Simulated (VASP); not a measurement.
A run of VASP 6.6.1 is set up as follows.

INCAR

```
SYSTEM = Ta3Sb4
PREC = Accurate
ENCUT = 520
EDIFF = 1E-6
ISMEAR = 0
SIGMA = 0.1
LREAL = .FALSE.
LASPH = .TRUE.
NELM = 100
ALGO = Normal
ISIF = 2
LWAVE = .FALSE.
LCHARG = .FALSE.
GGA = PE
NBANDS = 36
```

Contents of KPOINTS:

```
regular mesh
0
G
  6 6 2
  0 0 0
```

Contents of POSCAR:

```
Ta3Sb4
1.0
    3.5276703213      0.0000000000      0.0000000000
   -1.7638351606      3.0550521144      0.0000000000
    0.0000000000      0.0000000000     14.4397997753
Ta Sb
3 4
Direct
    0.0000000000      0.0000000000      0.7274514812
    0.0000000000      0.0000000000      0.2725485188
    0.0000000000      0.0000000000      0.0000000000
    0.3333333333      0.6666666667      0.8641559275
    0.3333333333      0.6666666667      0.4071436712
    0.6666666667      0.3333333333      0.1358440725
    0.6666666667      0.3333333333      0.5928563288
```

Potentials or basis: VASP PAW PBE potentials, release 64 (Ta_pv, Sb).

Launch:

```console
$ cat potpaw_PBE.64/Ta_pv/POTCAR potpaw_PBE.64/Sb/POTCAR > POTCAR
$ mpirun -np 1 vasp_std > vasp.out
```

Problem. Predict the pressure.

Solution. 0.0 GPa.

Problem. What does it give for the largest force?

Solution. 0.012 eV/Å.

Forces in eV/Å, atoms in the order of the input:
```
Ta   0.000  0.000 -0.010
Ta   0.000  0.000  0.010
Ta   0.000  0.000  0.000
Sb   0.000  0.000  0.004
Sb   0.000  0.000  0.012
Sb   0.000  0.000 -0.004
Sb   0.000  0.000 -0.012
```
